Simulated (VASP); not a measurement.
# ZrB2 (P6/mmm) in VASP: further runs

Runs on ZrB2. Level: PBE. Tasks: single point.

All numbers are computed with VASP 6.6.1; they aren't measurements. Logs are shortened: lines on timing, memory, paths and dates and some standing lists are left out, and cuts for length are marked.

## Step 1: The cell of the first run

Symmetry: P6/mmm, No. 191, hexagonal system. The conventional cell has a = 3.165 Å, b = 3.165 Å, c = 3.520 Å, α = 90.00°, β = 90.00°, γ = 120.00°. Within 3.3 Å of Zr (site symmetry 6/mmm) lie 12 B at 2.54 Å and 6 Zr at 3.16 Å. Within 2.4 Å of B (site symmetry -6m2) lie 3 B at 1.83 Å.

## Step 2: Single point, PBE

Input file INCAR:

```
SYSTEM = ZrB2
ALGO = Normal
EDIFF = 1E-6
ENCUT = 520
GGA = PE
ISIF = 2
ISMEAR = -1
LASPH = .TRUE.
LCHARG = .FALSE.
LREAL = .FALSE.
LWAVE = .FALSE.
NBANDS = 16
NELM = 60
PREC = Accurate
SIGMA = 0.05
```

Input file KPOINTS:

```
k-points
0
G
  12 12 9
  0 0 0
```

Input file POSCAR:

```
ZrB2
1.0
    3.1649998255      0.0000000000      0.0000000000
   -1.5824999128      2.7409702519      0.0000000000
    0.0000000000      0.0000000000      3.5200000000
Zr B
1 2
Direct
    0.0000000000      0.0000000000      0.0000000000
    0.3333333333      0.6666666667      0.5000000000
    0.6666666667      0.3333333333      0.5000000000
```

Potentials or basis: VASP PAW PBE potentials, release 64 (Zr_sv, B).

Command:

```bash
> cat potpaw_PBE.64/Zr_sv/POTCAR potpaw_PBE.64/B/POTCAR > POTCAR
> mpirun -np 1 vasp_std > vasp.out
```

OUTCAR:

```text
SYSTEM = ZrB2
   EDIFF = 1E-6
   ENCUT = 520
   GGA = PE
   ISIF = 2
   ISMEAR = -1
   LASPH = .TRUE.
   LREAL = .FALSE.
   NELM = 60
   PREC = Accurate

 ion  position               nearest neighbor table
   1  0.000  0.000  0.000-   2 2.54   3 2.54   2 2.54   3 2.54   3 2.54   3 2.54   2 2.54   2 2.54
                             3 2.54   3 2.54   2 2.54   2 2.54
   2  0.333  0.667  0.500-   3 1.83   3 1.83   3 1.83   1 2.54   1 2.54   1 2.54   1 2.54   1 2.54
                             1 2.54
   3  0.667  0.333  0.500-   2 1.83   2 1.83   2 1.83   1 2.54   1 2.54   1 2.54   1 2.54   1 2.54
                             1 2.54

  LATTYP: Found a hexagonal cell.
 ALAT       =     3.1649998255
 C/A-ratio  =     1.1121643583

  Lattice vectors:

 A1 = (   3.1649998255,   0.0000000000,   0.0000000000)
 A2 = (  -1.5824999128,   2.7409702519,   0.0000000000)
 A3 = (   0.0000000000,   0.0000000000,   3.5200000000)

Analysis of symmetry for initial positions (statically):
=====================================================================
 Subroutine PRICEL returns:
 Original cell was already a primitive cell.

 Routine SETGRP: Setting up the symmetry group for a
 hexagonal supercell.

 Subroutine GETGRP returns: Found 24 space group operations
 (whereof 24 operations were pure point group operations)
 out of a pool of 24 trial point group operations.

The static configuration has the point symmetry D_6h.

Analysis of symmetry for dynamics (positions and initial velocities):
=====================================================================
 Subroutine PRICEL returns:
 Original cell was already a primitive cell.

 Routine SETGRP: Setting up the symmetry group for a
 hexagonal supercell.

 Subroutine GETGRP returns: Found 24 space group operations
 (whereof 24 operations were pure point group operations)
 out of a pool of 24 trial point group operations.

The dynamic configuration has the point symmetry D_6h.

 Subroutine INISYM returns: Found 24 space group operations
 (whereof 24 operations are pure point group operations),
 and found     1 'primitive' translations

----------------------------------------------------------------------------------------

                                     Primitive cell

  volume of cell :      30.5366

  direct lattice vectors                    reciprocal lattice vectors
     3.164999825  0.000000000  0.000000000     0.315955784  0.182417157  0.000000000
    -1.582499913  2.740970252  0.000000000     0.000000000  0.364834313  0.000000000
     0.000000000  0.000000000  3.520000000     0.000000000  0.000000000  0.284090909

  length of vectors
     3.164999825  3.164999826  3.520000000     0.364834313  0.364834313  0.284090909

  position of ions in fractional coordinates (direct lattice)
     0.000000000  0.000000000  0.000000000
     0.333333333  0.666666667  0.500000000
     0.666666667  0.333333333  0.500000000

  ion indices of the primitive-cell ions
   primitive index   ion index
                 1           1
                 2           2
                 3           3

----------------------------------------------------------------------------------------

 KPOINTS: k-points

Automatic generation of k-mesh.
 Grid dimensions read from file:
 generate k-points for:   12   12    9

 Generating k-lattice:

  Cartesian coordinates                     Fractional coordinates (reciprocal lattice)
     0.026329649  0.015201430  0.000000000     0.083333333 -0.000000000  0.000000000
     0.000000000  0.030402859  0.000000000     0.000000000  0.083333333  0.000000000
     0.000000000  0.000000000  0.031565657     0.000000000  0.000000000  0.111111111

  Length of vectors
     0.030402859  0.030402859  0.031565657

  Shift w.r.t. Gamma in fractional coordinates (k-lattice)
     0.000000000  0.000000000  0.000000000

 Subroutine IBZKPT returns following result:
 ===========================================

 Found     95 irreducible k-points:

 Following reciprocal coordinates:
            Coordinates               Weight
  0.000000  0.000000  0.000000      1.000000
  0.083333 -0.000000  0.000000      6.000000
  0.166667 -0.000000  0.000000      6.000000
  0.250000  0.000000  0.000000      6.000000
  0.333333 -0.000000  0.000000      6.000000
  0.416667 -0.000000  0.000000      6.000000
[... 16 lines left out ...]
  0.250000  0.000000  0.111111     12.000000
  0.333333 -0.000000  0.111111     12.000000
 [... further k-points ...]
   k-points           NKPTS =     95   k-points in BZ     NKDIM =     95   number of bands    NBANDS=     16
   number of dos      NEDOS =    301   number of ions     NIONS =      3
   total plane-waves  NPLWV =  16128
   dimension x,y,z NGX =    24 NGY =   24 NGZ =   28
   dimension x,y,z NGXF=    48 NGYF=   48 NGZF=   56
   ions per type =               1   2
   NGX,Y,Z   is equivalent  to a cutoff of  12.61, 12.61, 13.22 a.u.
   NGXF,Y,Z  is equivalent  to a cutoff of  25.21, 25.21, 26.45 a.u.
 SYSTEM =  ZrB2
   PREC   = accura    normal or accurate (medium, high low for compatibility)
   ISTART =      0    job   : 0-new  1-cont  2-samecut
   ICHARG =      2    charge: 1-file 2-atom 10-const
   ISPIN  =      1    spin polarized calculation?
   LNONCOLLINEAR =      F non collinear calculations
   LSORBIT =      F    spin-orbit coupling
   LASPH  =      T    aspherical Exc in radial PAW
   ENCUT  =  520.0 eV  38.22 Ry    6.18 a.u.   5.88  5.88  6.54*2*pi/ulx,y,z
   NELM   =     60;   NELMIN=  2; NELMDL= -5     # of ELM steps
   EDIFF  = 0.1E-05   stopping-criterion for ELM
   LREAL  =      F    real-space projection
   EDIFFG = 0.1E-04   stopping-criterion for IOM
   NSW    =      0    number of steps for IOM
   IBRION =     -1    ionic relax: 0-MD 1-quasi-New 2-CG
   NFREE  =      0    steps in history (QN), initial steepest desc. (CG)
   ISIF   =      2    stress and relaxation
   ISYM   =      2    0-nonsym 1-usesym 2-fastsym
   POTIM  = 0.5000    time-step for ionic-motion
   TEBEG  =    0.0;   TEEND  =   0.0 temperature during run
   PSTRESS=    0.0 pullay stress
   NELECT =      18.0000    total number of electrons
   NUPDOWN=      -1.0000    fix difference up-down
   EMIN   =  10.00;   EMAX   =-10.00  energy-range for DOS
   EFERMI =   0.00;   METHOD = LEGACY
   ISMEAR =    -1;   SIGMA  =   0.05  broadening in eV -4-tet -1-fermi 0-gaus
   EFERMI_NEDOS =   21; number of points for ismear=-14 and -15
   IALGO  =     38    algorithm
   IMIX   =      4    mixing-type and parameters
     AMIX     =   0.40;   BMIX     =  1.00
     AMIX_MAG =   1.60;   BMIX_MAG =  1.00
  volume/ion in A,a.u.               =      10.18        68.69
  Fermi-wavevector in a.u.,A,eV,Ry     =   1.372647  2.593926 25.635539  1.884159
  Thomas-Fermi vector in A             =   2.498235
   LORBIT       =      0    0 simple, 1 ext, 2 COOP (PROOUT), +10 PAW based schemes
   GGA     = PE    functional components
   LHFCALC =     F    Hartree Fock is set to
   AEXX    =    0.0000 exact exchange contribution
   IVDW    =     0    specifies the selected vdW correction
   LEPSILON=     F    determine dielectric tensor
   LRPA    =     F    only Hartree local field effects (RPA)
 non-spin polarized calculation
  energy-cutoff  :      520.00
  volume of cell :       30.54
 maximum number of plane-waves:       840
 NGX is ok and might be reduce to    24
   NGX = 11   NGY = 11   NGZ = 13

 number of electron      18.0000000 magnetization

 Free energy of the ion-electron system (eV)
  ---------------------------------------------------
  ext. energy  EPLUGINS =         0.00000000
  ---------------------------------------------------
  free energy    TOTEN  =       -24.97901329 eV

  energy without entropy =      -24.97708852  energy(sigma->0) =      -24.97805090

 E-fermi :  10.6840     XC(G=0): -12.4757

 val. band max:       10.6803821897   @ k =   0.1667   0.1667   0.1111
 cond. band min:      10.7565204732   @ k =   0.1667   0.1667   0.2222
 fundamental gap:      0.0761382835
 Fermi energy:        10.6839902191

 k-point     1 :       0.0000    0.0000    0.0000
  band No.  band energies     occupation
      1     -38.0058      2.00000
      2     -16.1954      2.00000
      3     -15.6362      2.00000
      4     -15.6362      2.00000
      5      -2.1563      2.00000
      6       7.9443      2.00000
[... 8 lines left out ...]
     15      15.7591      0.00000
     16      15.7591      0.00000

 k-point     2 :       0.0833   -0.0000    0.0000
  band No.  band energies     occupation
      1     -37.9979      2.00000
      2     -16.1837      2.00000
      3     -15.7050      2.00000
      4     -15.6510      2.00000
      5      -2.0163      2.00000
      6       7.5371      2.00000
[... 8 lines left out ...]
     15      16.3250      0.00000
     16      16.6807      0.00000

 k-point     3 :       0.1667   -0.0000    0.0000
  band No.  band energies     occupation
      1     -37.9764      2.00000
      2     -16.1516      2.00000
      3     -15.8889      2.00000
      4     -15.6914      2.00000
      5      -1.6127      2.00000
      6       6.5731      2.00000
[... 8 lines left out ...]
     15      17.4069      0.00000
     16      17.5263      0.00000

 k-point     4 :       0.2500    0.0000    0.0000
  band No.  band energies     occupation
      1     -37.9468      2.00000
      2     -16.1312      2.00000
      3     -16.1074      2.00000
      4     -15.7460      2.00000
      5      -0.9852      2.00000
      6       5.4045      2.00000
[... 8 lines left out ...]
     15      17.7834      0.00000
     16      19.3981      0.00000

 k-point     5 :       0.3333   -0.0000    0.0000
  band No.  band energies     occupation
      1     -37.9170      2.00000
      2     -16.3644      2.00000
      3     -16.0628      2.00000
      4     -15.7999      2.00000
      5      -0.1793      2.00000
      6       4.1964      2.00000
[... 8 lines left out ...]
     15      18.9260      0.00000
     16      20.6312      0.00000

 k-point     6 :       0.4167   -0.0000    0.0000
  band No.  band energies     occupation
      1     -37.8950      2.00000
      2     -16.5298      2.00000
      3     -16.0298      2.00000
      4     -15.8390      2.00000
      5       0.7603      2.00000
      6       3.0155      2.00000
[... 8 lines left out ...]
     15      19.3877      0.00000
     16      20.1144      0.00000

 k-point     7 :       0.5000    0.0000    0.0000
  band No.  band energies     occupation
      1     -37.8869      2.00000
      2     -16.5894      2.00000
      3     -16.0177      2.00000
      4     -15.8532      2.00000
      5       1.6095      2.00000
      6       2.0859      2.00000
[... 8 lines left out ...]
     15      18.3733      0.00000
     16      20.6680      0.00000

 k-point     8 :       0.0833    0.0833    0.0000
  band No.  band energies     occupation
      1     -37.9833      2.00000
      2     -16.1618      2.00000
      3     -15.8276      2.00000
      4     -15.6824      2.00000
      5      -1.7445      2.00000
      6       6.9024      2.00000
[... 8 lines left out ...]
     15      17.0106      0.00000
     16      17.4634      0.00000

 k-point     9 :       0.1667    0.0833    0.0000
  band No.  band energies     occupation
      1     -37.9577      2.00000
      2     -16.1236      2.00000
      3     -16.0314      2.00000
      4     -15.7391      2.00000
      5      -1.2285      2.00000
      6       5.9291      2.00000
[... 8 lines left out ...]
     15      17.2619      0.00000
     16      18.3794      0.00000
[... 172 lines left out ...]
 k-point    19 :       0.3333    0.3333    0.0000
  band No.  band energies     occupation
      1     -37.8719      2.00000
      2     -16.3048      2.00000
      3     -16.3048      2.00000
      4     -15.9955      2.00000
      5       2.8118      2.00000
      6       2.8118      2.00000
[... 8 lines left out ...]
     15      22.2304      0.00000
     16      22.2304      0.00000

 k-point    20 :       0.0000    0.0000    0.1111
  band No.  band energies     occupation
      1     -38.0034      2.00000
      2     -16.2413      2.00000
      3     -15.6330      2.00000
      4     -15.6330      2.00000
      5      -1.9720      2.00000
      6       6.9402      2.00000
[... 8 lines left out ...]
     15      16.8824      0.00000
     16      16.8824      0.00000

 k-point    21 :       0.0833   -0.0000    0.1111
  band No.  band energies     occupation
      1     -37.9956      2.00000
      2     -16.2291      2.00000
      3     -15.7014      2.00000
      4     -15.6478      2.00000
      5      -1.8383      2.00000
      6       6.9883      2.00000
[... 8 lines left out ...]
     15      16.7816      0.00000
     16      17.2399      0.00000

 k-point    22 :       0.1667   -0.0000    0.1111
  band No.  band energies     occupation
      1     -37.9741      2.00000
      2     -16.1956      2.00000
      3     -15.8840      2.00000
      4     -15.6879      2.00000
      5      -1.4535      2.00000
      6       6.5542      2.00000
[... 8 lines left out ...]
     15      17.4260      0.00000
     16      18.1723      0.00000

 k-point    23 :       0.2500    0.0000    0.1111
  band No.  band energies     occupation
      1     -37.9445      2.00000
      2     -16.1537      2.00000
      3     -16.1205      2.00000
      4     -15.7421      2.00000
      5      -0.8567      2.00000
      6       5.3471      2.00000
[... 8 lines left out ...]
     15      17.9623      0.00000
     16      19.5220      0.00000

 k-point    24 :       0.3333   -0.0000    0.1111
  band No.  band energies     occupation
      1     -37.9147      2.00000
      2     -16.3580      2.00000
      3     -16.1015      2.00000
      4     -15.7957      2.00000
      5      -0.0906      2.00000
      6       4.1144      2.00000
[... 8 lines left out ...]
     15      18.3315      0.00000
     16      21.2501      0.00000

 [... further k-points ...]
[... 5 lines left out ...]
  --------------------------------------------------------------------------------------
  -------------------------------------------------------------------------------------
  Total        0.3885713      0.3885713      0.6790427     -0.0000000      0.0000000     -0.0000000
  in kB       20.3873422     20.3873422     35.6276361     -0.0000000      0.0000000     -0.0000000
  external PRESSURE =      25.4674402 kB  Pullay stress =       0.0000000 kB

 VOLUME and BASIS-vectors are now :
 -----------------------------------------------------------------------------
  energy-cutoff  :      520.00
  volume of cell :       30.54
      direct lattice vectors                 reciprocal lattice vectors
     3.164999825  0.000000000  0.000000000     0.315955784  0.182417157  0.000000000
    -1.582499913  2.740970252  0.000000000     0.000000000  0.364834313  0.000000000
     0.000000000  0.000000000  3.520000000     0.000000000  0.000000000  0.284090909

 POSITION                                       TOTAL-FORCE (eV/Angst)
 -----------------------------------------------------------------------------------
      0.00000      0.00000      0.00000         0.000000      0.000000      0.000000
     -0.00000      1.82731      1.76000        -0.000000     -0.000000      0.000000
      1.58250      0.91366      1.76000         0.000000      0.000000      0.000000
 -----------------------------------------------------------------------------------
    total drift:                               -0.000000      0.000000      0.000000

  FREE ENERGIE OF THE ION-ELECTRON SYSTEM (eV)
  ---------------------------------------------------
  free  energy   TOTEN  =       -24.9790132873 eV

  energy  without entropy=      -24.9770885184  energy(sigma->0) =      -24.97805090
```

Wall time 24 s (1 thread of Intel Xeon Platinum 8259CL at 2.50GHz (Skylake/Cascade Lake), shared host); peak memory 0.17 GiB.

Results:

```yaml
Free_energy: -24.9790 eV
Pressure: 2.5 GPa
Band_gap_on_the_k_mesh: zero (band 9 reaches 11.35 eV, above the bottom of band 10 at 10.07 eV)
```

Stress tensor (GPa, compression positive):
```
2.04 0.00 0.00
0.00 2.04 0.00
0.00 0.00 3.56
```

## Step 3: Single point, PBE (volume scaled by 0.94)

Input file INCAR:

```
  ALGO = Normal
  EDIFF = 1E-6
  ENCUT = 520
  GGA = PE
  ISIF = 2
  ISMEAR = -1
  LASPH = True
  LCHARG = False
  LREAL = False
  LWAVE = False
  NBANDS = 16
  NELM = 100
  PREC = Accurate
  SIGMA = 0.05
```

Input file KPOINTS:

```
k-points
0
Gamma
  12 12 9
```

Input file POSCAR:

```
ZrB2
1.0
    3.1003898632      0.0000000000      0.0000000000
   -1.5501949316      2.6850163832      0.0000000000
    0.0000000000      0.0000000000      3.4481431027
Zr B
1 2
Direct
    0.0000000000      0.0000000000      0.0000000000
    0.3333333333      0.6666666667      0.5000000000
    0.6666666667      0.3333333333      0.5000000000
```

Potentials or basis: VASP PAW PBE potentials, release 64 (Zr_sv, B).

Command:

```bash
> cat potpaw_PBE.64/Zr_sv/POTCAR potpaw_PBE.64/B/POTCAR > POTCAR
> mpirun -np 1 vasp_std > vasp.out
```

Wall time 14 s (1 thread of Intel Xeon 6975P-C (Granite Rapids), shared host); peak memory 0.17 GiB.

Results (log left out):

```yaml
Free_energy: -24.8540 eV
Pressure: 19.9 GPa
Band_gap_on_the_k_mesh: zero (band 9 reaches 12.11 eV, above the bottom of band 10 at 10.74 eV)
```

Stress tensor (GPa, compression positive):
```
19.78  0.00  0.00
 0.00 19.78  0.00
 0.00  0.00 20.23
```

Levels at points of the mesh, in eV from the Fermi level:
| k point | band 7 | band 8 | band 9 | band 10 | band 11 | band 12 |
| --- | --- | --- | --- | --- | --- | --- |
| (0.00, 0.00, 0.00) | -2.86 | -2.82 | -2.36 | 3.64 | 3.64 | 4.47 |
| (0.50, 0.00, 0.00) | -4.21 | -3.22 | -2.96 | 2.29 | 2.43 | 5.29 |
